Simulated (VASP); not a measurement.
Set up this calculation in VASP 6.6.1, as the native input.

```yaml
Task: single point
Functional: PBEsol
Potentials_or_basis: VASP PAW PBE potentials, release 64 (Ga_d, N)
Cutoff: 520 eV
k_mesh: 9 × 9 × 6
Occupations: gaussian, width 0.02 eV
Spin: no spin polarisation
Dipole_correction: no
Further_INCAR_settings: ALGO = Normal; EDIFF = 1e-07; NBANDS = 26
```

The structure of GaN lies in POSCAR:

```
GaN
1.0
    3.1828016718      0.0000000000      0.0000000000
   -1.5914008359      2.7563871030      0.0000000000
    0.0000000000      0.0000000000      5.1851997656
Ga N
2 2
Direct
    0.6666666667      0.3333333333      0.4991747701
    0.3333333333      0.6666666667      0.9991747701
    0.6666666667      0.3333333333      0.8758252299
    0.3333333333      0.6666666667      0.3758252299
```

One way to write it, as run:

INCAR

```
ALGO = Normal
EDIFF = 1E-7
ENCUT = 520
GGA = PS
ISIF = 2
ISMEAR = 0
LASPH = T
LCHARG = F
LREAL = F
LWAVE = F
NBANDS = 26
NELM = 100
PREC = Accurate
SIGMA = 0.02
```

KPOINTS

```
k-points
0
Gamma
  9 9 6
```

Potentials or basis: VASP PAW PBE potentials, release 64 (Ga_d, N).

Launch:

```sh
$ cat potpaw_PBE.64/Ga_d/POTCAR potpaw_PBE.64/N/POTCAR > POTCAR
$ mpirun -np 1 vasp_std > vasp.out
```

It gave:

| Item | Value |
| --- | --- |
| Pressure | -0.2 GPa |
| Band gap on the k mesh | 1.89 eV, direct |

Caveat: the PAW data sets were made with another functional, which shifts forces and pressure a little.

Run time: 36 s on 1 thread of AMD EPYC 9R45 96-Core Processor (Zen 5) (shared host), peak memory 0.16 GiB.
